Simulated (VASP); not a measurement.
KMgF3: single point with PBE

KMgF3:

```
K Mg F
1.0
     3.91374    0.00000    0.00000
     0.00000    3.91374    0.00000
     0.00000    0.00000    3.91374
K Mg F
1 1 3
Direct
  0.50000 0.50000 0.50000
  0.00000 0.00000 0.00000
  0.50000 0.00000 0.00000
  0.00000 0.50000 0.00000
  0.00000 0.00000 0.50000
```

```
Program                : VASP 6.6.1
Task                   : single point
Functional             : PBE
Potentials or basis    : VASP PAW PBE potentials, release 64 (K_sv, Mg, F)
Cutoff                 : 520 eV
k mesh                 : 6 × 6 × 6
Occupations            : gaussian, width 0.01 eV
Spin                   : no spin polarisation
Dipole correction      : no
Further INCAR settings : ALGO = Normal; EDIFF = 1e-06; NBANDS = 24
```

The pressure is 8.4 GPa and the band gap on the k mesh is 7.73 eV, indirect (least direct gap 8.06 eV).

Levels at points of the mesh, in eV from the valence-band top:
```
           k point  band 12  band 13  band 14  band 15  band 16  band 17  band 18  band 19  band 20  band 21
(0.00, 0.00, 0.00)    -0.68    -0.68    -0.32    -0.32    -0.32     7.73    10.15    10.15    12.37    12.37
(0.50, 0.00, 0.00)    -0.95    -0.92    -0.92    -0.56    -0.56    10.47    11.02    11.26    13.01    13.08
(0.50, 0.50, 0.00)    -1.14    -1.14    -0.94    -0.94    -0.02    11.24    11.97    13.08    13.08    13.17
(0.50, 0.50, 0.50)    -1.17    -1.17     0.00     0.00     0.00    10.66    10.66    10.66    14.33    14.33
```

It took 20 s on 1 thread of Intel(R) Xeon(R) Platinum 8375C CPU @ 2.90GHz (Ice Lake), with other jobs on the host, peak memory 0.18 GiB.

A k mesh can miss the band edges. PBE gaps usually lie below the measured ones, often by a third to a half.
